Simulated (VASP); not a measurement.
A run of VASP 6.6.1 is set up as follows.

File INCAR:

```
PREC = Accurate ; ENCUT = 520
EDIFF = 1E-7 ; ISMEAR = 0
SIGMA = 0.1 ; LREAL = Auto
LASPH = T ; NELM = 100
ALGO = Normal ; ISIF = 2
LWAVE = F ; LCHARG = F
GGA = PE ; NBANDS = 49
```

File KPOINTS:

```
Automatic mesh
0
Gamma
  3 3 2
```

The input POSCAR:

```
Si5As3
1.0
    6.7102361441      0.0002516290      0.0005050894
   -3.3549057341      5.8116784952     -0.0004737880
    0.0007086904     -0.0003669954      9.1426385203
Si As
10 6
Direct
    0.3344643605      0.3346397240      0.5423703119
    0.3344378643      0.0000230263      0.4576428386
    0.6651867823      0.0000218578      0.5422438859
    0.6652181719      0.6653445689      0.4576886808
    0.6668039691      0.3332771109      0.1295466148
    0.6667852313      0.3333736242      0.8704542230
    0.9998790063      0.3346662289      0.4576721774
   -0.0001311818      0.6654386223      0.5423785693
    0.3333865784      0.6666393814      0.8704415831
    0.3334691233      0.6666552060      0.1295368862
    0.3054724106      0.3054086398      0.8052115599
    0.3055179290     -0.0000092265      0.1948135323
    0.6945846293     -0.0000197820      0.8050281674
    0.6946867014      0.6944886065      0.1948774661
    0.0001825149      0.3054080996      0.1948530767
    1.0000559095      0.6946443118      0.8052404269
```

Potentials or basis: VASP PAW PBE potentials, release 64 (Si, As).

The run is started by

```bash
$ cat potpaw_PBE.64/Si/POTCAR potpaw_PBE.64/As/POTCAR > POTCAR
$ mpirun -np 1 vasp_std > vasp.out
```

(1) Predict the band gap on the k mesh.

(2) Predict the largest force.

(3) Predict the pressure.

Answers

(1) 0.71 eV (least direct gap 0.81 eV).

(2) 0.041 eV/Å.

(3) 0.1 GPa.

Caveat: an odd mesh through Γ misses points on the zone boundary, where band edges can lie.
